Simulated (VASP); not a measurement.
# Ge (Fm-3m) in VASP: notebook

Runs on Ge. Level: PBE+D3(BJ). Tasks: single point.

Everything below comes from runs of VASP 6.6.1. Logs are shortened: lines on timing, memory, paths and dates and some standing lists are left out, and cuts for length are marked.

### 1 The cell of the first run

Symmetry: Fm-3m, No. 225, cubic system. The conventional cell has a = 4.197 Å, b = 4.197 Å, c = 4.197 Å, α = 90.00°, β = 90.00°, γ = 90.00°. Ge (site symmetry m-3m) has 12 Ge at 2.97 Å within 3.9 Å.

### 2 Single point, PBE+D3(BJ)

INCAR reads:

```
ALGO = Normal
EDIFF = 1E-6
ENCUT = 520
GGA = PE
ISIF = 2
ISMEAR = 0
IVDW = 12
LASPH = True
LCHARG = True
LELF = True
LREAL = False
LVHAR = True
LWAVE = False
NBANDS = 13
NELM = 80
PREC = Accurate
SIGMA = 0.15
```

KPOINTS reads:

```
k-points
0
Gamma
  20 20 20
```

POSCAR reads:

```
Ge
1.0
    0.0000000000      2.0983605250      2.0983605250
    2.0983605250      0.0000000000      2.0983605250
    2.0983605250      2.0983605250      0.0000000000
Ge
1
Direct
    0.0000000000      0.0000000000      0.0000000000
```

Potentials or basis: VASP PAW PBE potentials, release 64 (Ge_d).

Command:

```sh
$ cat potpaw_PBE.64/Ge_d/POTCAR > POTCAR
$ mpirun -np 1 vasp_std > vasp.out
```

OUTCAR:

```text
EDIFF = 1E-6
   ENCUT = 520
   GGA = PE
   ISIF = 2
   ISMEAR = 0
   IVDW = 12
   LASPH = True
   LREAL = False
   NELM = 80
   PREC = Accurate
 IVDW          = 12

 ion  position               nearest neighbor table
   1  0.000  0.000  0.000-

  LATTYP: Found a face centered cubic cell.
 ALAT       =     4.1967210500

  Lattice vectors:

 A1 = (   0.0000000000,   2.0983605250,   2.0983605250)
 A2 = (   2.0983605250,   0.0000000000,   2.0983605250)
 A3 = (   2.0983605250,   2.0983605250,   0.0000000000)

Analysis of symmetry for initial positions (statically):
=====================================================================
 Subroutine PRICEL returns:
 Original cell was already a primitive cell.

 Routine SETGRP: Setting up the symmetry group for a
 face centered cubic supercell.

 Subroutine GETGRP returns: Found 48 space group operations
[... 9 lines left out ...]

 Routine SETGRP: Setting up the symmetry group for a
 face centered cubic supercell.

 Subroutine GETGRP returns: Found 48 space group operations
[... 11 lines left out ...]
                                     Primitive cell

  volume of cell :      18.4787

  direct lattice vectors                    reciprocal lattice vectors
     0.000000000  2.098360525  2.098360525    -0.238281265  0.238281265  0.238281265
     2.098360525  0.000000000  2.098360525     0.238281265 -0.238281265  0.238281265
     2.098360525  2.098360525  0.000000000     0.238281265  0.238281265 -0.238281265

  length of vectors
     2.967529913  2.967529913  2.967529913     0.412715257  0.412715257  0.412715257

  position of ions in fractional coordinates (direct lattice)
     0.000000000  0.000000000  0.000000000

  ion indices of the primitive-cell ions
   primitive index   ion index
                 1           1

----------------------------------------------------------------------------------------

 KPOINTS: k-points

Automatic generation of k-mesh.
 Grid dimensions read from file:
 generate k-points for:   20   20   20

 Generating k-lattice:

  Cartesian coordinates                     Fractional coordinates (reciprocal lattice)
    -0.011914063  0.011914063  0.011914063     0.050000000  0.000000000  0.000000000
     0.011914063 -0.011914063  0.011914063     0.000000000  0.050000000  0.000000000
     0.011914063  0.011914063 -0.011914063     0.000000000  0.000000000  0.050000000

  Length of vectors
     0.020635763  0.020635763  0.020635763

  Shift w.r.t. Gamma in fractional coordinates (k-lattice)
     0.000000000  0.000000000  0.000000000

 Subroutine IBZKPT returns following result:
 ===========================================

 Found    256 irreducible k-points:

 Following reciprocal coordinates:
            Coordinates               Weight
  0.000000  0.000000  0.000000      1.000000
  0.050000  0.000000  0.000000      8.000000
  0.100000  0.000000  0.000000      8.000000
  0.150000  0.000000  0.000000      8.000000
  0.200000  0.000000  0.000000      8.000000
  0.250000  0.000000  0.000000      8.000000
[... 16 lines left out ...]
 -0.400000  0.050000  0.000000     24.000000
 -0.350000  0.050000  0.000000     24.000000
 [... further k-points ...]
   k-points           NKPTS =    256   k-points in BZ     NKDIM =    256   number of bands    NBANDS=     13
   number of dos      NEDOS =    301   number of ions     NIONS =      1
   total plane-waves  NPLWV =  13824
   dimension x,y,z NGX =    24 NGY =   24 NGZ =   24
   dimension x,y,z NGXF=    48 NGYF=   48 NGZF=   48
   ions per type =               1
   NGX,Y,Z   is equivalent  to a cutoff of  13.45, 13.45, 13.45 a.u.
   NGXF,Y,Z  is equivalent  to a cutoff of  26.89, 26.89, 26.89 a.u.
 SYSTEM =  unknown system
   PREC   = accura    normal or accurate (medium, high low for compatibility)
   ISTART =      0    job   : 0-new  1-cont  2-samecut
   ICHARG =      2    charge: 1-file 2-atom 10-const
   ISPIN  =      1    spin polarized calculation?
   LNONCOLLINEAR =      F non collinear calculations
   LSORBIT =      F    spin-orbit coupling
   LASPH  =      T    aspherical Exc in radial PAW
   ENCUT  =  520.0 eV  38.22 Ry    6.18 a.u.   5.52  5.52  5.52*2*pi/ulx,y,z
   NELM   =     80;   NELMIN=  2; NELMDL= -5     # of ELM steps
   EDIFF  = 0.1E-05   stopping-criterion for ELM
   LREAL  =      F    real-space projection
   EDIFFG = 0.1E-04   stopping-criterion for IOM
   NSW    =      0    number of steps for IOM
   IBRION =     -1    ionic relax: 0-MD 1-quasi-New 2-CG
   NFREE  =      0    steps in history (QN), initial steepest desc. (CG)
   ISIF   =      2    stress and relaxation
   ISYM   =      2    0-nonsym 1-usesym 2-fastsym
   POTIM  = 0.5000    time-step for ionic-motion
   TEBEG  =    0.0;   TEEND  =   0.0 temperature during run
   PSTRESS=    0.0 pullay stress
   NELECT =      14.0000    total number of electrons
   NUPDOWN=      -1.0000    fix difference up-down
   EMIN   =  10.00;   EMAX   =-10.00  energy-range for DOS
   EFERMI =   0.00;   METHOD = LEGACY
   ISMEAR =     0;   SIGMA  =   0.15  broadening in eV -4-tet -1-fermi 0-gaus
   EFERMI_NEDOS =   21; number of points for ismear=-14 and -15
   IALGO  =     38    algorithm
   IMIX   =      4    mixing-type and parameters
     AMIX     =   0.40;   BMIX     =  1.00
     AMIX_MAG =   1.60;   BMIX_MAG =  1.00
  volume/ion in A,a.u.               =      18.48       124.70
  Fermi-wavevector in a.u.,A,eV,Ry     =   1.492430  2.820284 30.304914  2.227348
  Thomas-Fermi vector in A             =   2.604959
   LORBIT       =      0    0 simple, 1 ext, 2 COOP (PROOUT), +10 PAW based schemes
   GGA     = PE    functional components
   LHFCALC =     F    Hartree Fock is set to
   AEXX    =    0.0000 exact exchange contribution
   IVDW    =    12    specifies the selected vdW correction
   LEPSILON=     F    determine dielectric tensor
   LRPA    =     F    only Hartree local field effects (RPA)
 non-spin polarized calculation
 Gauss-broadening in eV      SIGMA  =   0.15
  energy-cutoff  :      520.00
  volume of cell :       18.48
 maximum number of plane-waves:       531
 NGX is ok and might be reduce to    24
   NGX = 11   NGY = 11   NGZ = 11

 number of electron      13.9999991 magnetization

 Free energy of the ion-electron system (eV)
  ---------------------------------------------------
  ext. energy  EPLUGINS =         0.00000000
  ---------------------------------------------------
  free energy    TOTEN  =        -4.17429637 eV

  energy without entropy =       -4.16822280  energy(sigma->0) =       -4.17125959

 E-fermi :   7.0997     XC(G=0): -11.4020

 val. band max:        7.0850121303   @ k =   0.4500   0.3500   0.1000
 cond. band min:       7.1082176771   @ k =  -0.3000   0.4500   0.2000
 fundamental gap:      0.0232055469
 Fermi energy:         7.0997002453

 k-point     1 :       0.0000    0.0000    0.0000
  band No.  band energies     occupation
      1     -17.7081      2.00000
      2     -17.7081      2.00000
      3     -17.7081      2.00000
      4     -17.6553      2.00000
      5     -17.6553      2.00000
      6      -6.3249      2.00000
      7      16.2301      0.00000
      8      16.2301      0.00000
      9      16.2301      0.00000
     10      21.2426      0.00000
     11      21.2426      0.00000
     12      21.2426      0.00000
     13      22.2039      0.00000

 k-point     2 :       0.0500    0.0000    0.0000
  band No.  band energies     occupation
      1     -17.7080      2.00000
      2     -17.7066      2.00000
      3     -17.7066      2.00000
      4     -17.6554      2.00000
      5     -17.6554      2.00000
      6      -6.2614      2.00000
      7      15.5383      0.00000
      8      16.1236      0.00000
      9      16.1236      0.00000
     10      20.6605      0.00000
     11      21.4280      0.00000
     12      21.4280      0.00000
     13      23.3661      0.00000

 k-point     3 :       0.1000    0.0000    0.0000
  band No.  band energies     occupation
      1     -17.7079      2.00000
      2     -17.7028      2.00000
      3     -17.7028      2.00000
      4     -17.6554      2.00000
      5     -17.6554      2.00000
      6      -6.0711      2.00000
      7      13.9521      0.00000
      8      15.8512      0.00000
      9      15.8513      0.00000
     10      20.1647      0.00000
     11      21.9059      0.00000
     12      21.9059      0.00000
     13      24.7099      0.00000

 k-point     4 :       0.1500    0.0000    0.0000
  band No.  band energies     occupation
      1     -17.7080      2.00000
      2     -17.6981      2.00000
      3     -17.6981      2.00000
      4     -17.6540      2.00000
      5     -17.6540      2.00000
      6      -5.7538      2.00000
      7      12.0719      0.00000
      8      15.5030      0.00000
      9      15.5030      0.00000
     10      19.8150      0.00000
     11      22.4189      0.00000
     12      22.4190      0.00000
     13      25.0867      0.00000

 k-point     5 :       0.2000    0.0000    0.0000
  band No.  band energies     occupation
      1     -17.7082      2.00000
      2     -17.6948      2.00000
      3     -17.6948      2.00000
      4     -17.6496      2.00000
      5     -17.6496      2.00000
      6      -5.3099      2.00000
      7      10.1488      0.00000
      8      15.1486      0.00000
      9      15.1487      0.00000
     10      19.5532      0.00000
     11      22.4305      0.00000
     12      22.4305      0.00000
     13      24.4939      0.00000
[... 257 lines left out ...]
 k-point    22 :      -0.4500    0.0500    0.0000
  band No.  band energies     occupation
      1     -17.7106      2.00000
      2     -17.7037      2.00000
      3     -17.7014      2.00000
      4     -17.6070      2.00000
      5     -17.6064      2.00000
      6      -1.1102      2.00000
      7       1.7382      2.00000
      8      13.4163      0.00000
      9      14.0356      0.00000
     10      19.1294      0.00000
     11      19.8779      0.00000
     12      20.0976      0.00000
     13      22.3063      0.00000

 k-point    23 :      -0.4000    0.0500    0.0000
  band No.  band energies     occupation
      1     -17.7102      2.00000
      2     -17.7021      2.00000
      3     -17.7003      2.00000
      4     -17.6132      2.00000
      5     -17.6090      2.00000
      6      -1.9749      2.00000
      7       2.8937      2.00000
      8      13.3425      0.00000
      9      14.2716      0.00000
     10      19.4792      0.00000
     11      19.7888      0.00000
     12      20.1329      0.00000
     13      22.6370      0.00000

 k-point    24 :      -0.3500    0.0500    0.0000
  band No.  band energies     occupation
      1     -17.7097      2.00000
      2     -17.6994      2.00000
      3     -17.6981      2.00000
      4     -17.6225      2.00000
      5     -17.6149      2.00000
      6      -2.8950      2.00000
      7       4.3516      2.00000
      8      13.3510      0.00000
      9      14.5583      0.00000
     10      19.6572      0.00000
     11      20.0555      0.00000
     12      20.3430      0.00000
     13      23.1307      0.00000

 [... further k-points ...]

------------------------ aborting loop because EDIFF is reached ----------------------------------------

 Edisp (eV)   -0.35779

 E8    (eV) :    -0.1579

  FORCE on cell =-STRESS in cart. coord.  units (eV):
  Direction    XX          YY          ZZ          XY          YZ          ZX
  --------------------------------------------------------------------------------------
  -------------------------------------------------------------------------------------
  Total       0.08697     0.08697     0.08697     0.00000     0.00000    -0.00000
  in kB       7.54105     7.54105     7.54105     0.00000     0.00000    -0.00000
  external pressure =        7.54 kB  Pullay stress =        0.00 kB

 VOLUME and BASIS-vectors are now :
 -----------------------------------------------------------------------------
  energy-cutoff  :      520.00
  volume of cell :       18.48
      direct lattice vectors                 reciprocal lattice vectors
     0.000000000  2.098360525  2.098360525    -0.238281265  0.238281265  0.238281265
     2.098360525  0.000000000  2.098360525     0.238281265 -0.238281265  0.238281265
     2.098360525  2.098360525  0.000000000     0.238281265  0.238281265 -0.238281265

 POSITION                                       TOTAL-FORCE (eV/Angst)
 -----------------------------------------------------------------------------------
      0.00000      0.00000      0.00000         0.000000      0.000000      0.000000
 -----------------------------------------------------------------------------------
    total drift:                               -0.000000      0.000000      0.000000

  FREE ENERGIE OF THE ION-ELECTRON SYSTEM (eV)
  ---------------------------------------------------
  free  energy   TOTEN  =        -4.5320887436 eV

  energy  without entropy=       -4.5260151741  energy(sigma->0) =       -4.52905196
```

Wall time 14 s (1 thread of Intel Xeon 6975P-C (Granite Rapids), shared host); peak memory 0.18 GiB.

What came out:

- Free energy: -4.5321 eV
- Pressure: 0.8 GPa
- Band gap on the k mesh: zero (band 7 reaches 16.23 eV, above the bottom of band 8 at 4.59 eV)
- Dispersion energy per atom: -0.358 eV

Caveat: pairwise dispersion overbinds metals, which lowers pressure and volume.

### 3 Single point, PBE+D3(BJ)

INCAR reads:

```
  ALGO = Normal
  EDIFF = 1E-7
  ENCUT = 520
  GGA = PE
  ISIF = 2
  ISMEAR = 0
  IVDW = 12
  LASPH = T
  LCHARG = F
  LREAL = F
  LWAVE = F
  NBANDS = 13
  NELM = 80
  PREC = Accurate
  SIGMA = 0.15
```

KPOINTS reads:

```
k-points
0
Gamma
  22 22 22
```

POSCAR is that of step 2.

Potentials or basis: VASP PAW PBE potentials, release 64 (Ge_d).

Command:

```sh
$ cat potpaw_PBE.64/Ge_d/POTCAR > POTCAR
$ mpirun -np 1 vasp_std > vasp.out
```

It took 19 s on 1 thread of Intel Xeon 6975P-C (Granite Rapids), shared host; peak memory 0.2 GiB.

Results (log left out):

```yaml
Free_energy: -4.5334 eV
Pressure: 1.0 GPa
Band_gap_on_the_k_mesh: zero (band 7 reaches 16.23 eV, above the bottom of band 8 at 4.61 eV)
Dispersion_energy_per_atom: -0.358 eV
```

Levels at points of the mesh, in eV from the Fermi level:
| k point | band 4 | band 5 | band 6 | band 7 | band 8 | band 9 | band 10 | band 11 |
| --- | --- | --- | --- | --- | --- | --- | --- | --- |
| (0.00, 0.00, 0.00) | -24.77 | -24.77 | -13.44 | 9.11 | 9.11 | 9.11 | 14.12 | 14.12 |
| (0.50, 0.00, 0.00) | -24.72 | -24.72 | -8.02 | -5.76 | 6.97 | 6.97 | 12.32 | 12.77 |
| (0.50, 0.50, 0.00) | -24.71 | -24.71 | -5.63 | -4.47 | 2.60 | 2.60 | 6.42 | 6.65 |

Caveat: pairwise dispersion overbinds metals, which lowers pressure and volume.

(Part 1 of 2 ends here.)
